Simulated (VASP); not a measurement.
HfO2:

```xyz
3
Lattice="0.0000 2.5575 2.5575 2.5575 0.0000 2.5575 2.5575 2.5575 0.0000" Properties=species:S:1:pos:R:3 pbc="T T T"
Hf    0.0000    0.0000    0.0000
O     3.8363    3.8363    3.8363
O     1.2788    1.2788    1.2788
```

| Item | Value |
| --- | --- |
| Program | VASP 6.6.1 |
| Task | relaxation of cell and atoms |
| Functional | RPBE |
| Dispersion | D3(BJ) |
| Potentials or basis | VASP PAW PBE potentials, release 64 (Hf_pv, O) |
| Cutoff | 600 eV |
| k mesh | 9 × 9 × 9 |
| Occupations | fermi-dirac, width 0.05 eV |
| Spin | no spin polarisation |

At the start: pressure -23.1 GPa; volume 11.15 Å³/atom.

Task: How do energy, volume and symmetry change on relaxing?

Result: Over 7 steps the energy falls by 79.7 meV/atom and the volume is 10.14 Å³/atom (-9.1 %); space group Fm-3m (No. 225, to 0.1 Å) before and after.

The path:
```
step  energy change (eV)  largest force (eV/Å)  pressure (GPa)  volume (Å³)
   1              0.0000                0.0000          -23.13        33.46
   2              0.4502                0.0000           60.35        26.25
   3             -0.2385                0.0000           -1.18        30.54
   4             -0.2389                0.0000           -0.20        30.44
   5             -0.2389                0.0000            0.37        30.38
   6             -0.2389                0.0000           -0.52        30.47
   7             -0.2390                0.0000            0.02        30.42
```

Final structure:
```
Hf O
1.0
     0.00000    2.47755    2.47755
     2.47755    0.00000    2.47755
     2.47755    2.47755    0.00000
Hf O
1 2
Direct
  0.00000 0.00000 0.00000
  0.75000 0.75000 0.75000
  0.25000 0.25000 0.25000
```

Caveat: the PAW data sets were made with another functional, which shifts forces and pressure a little.
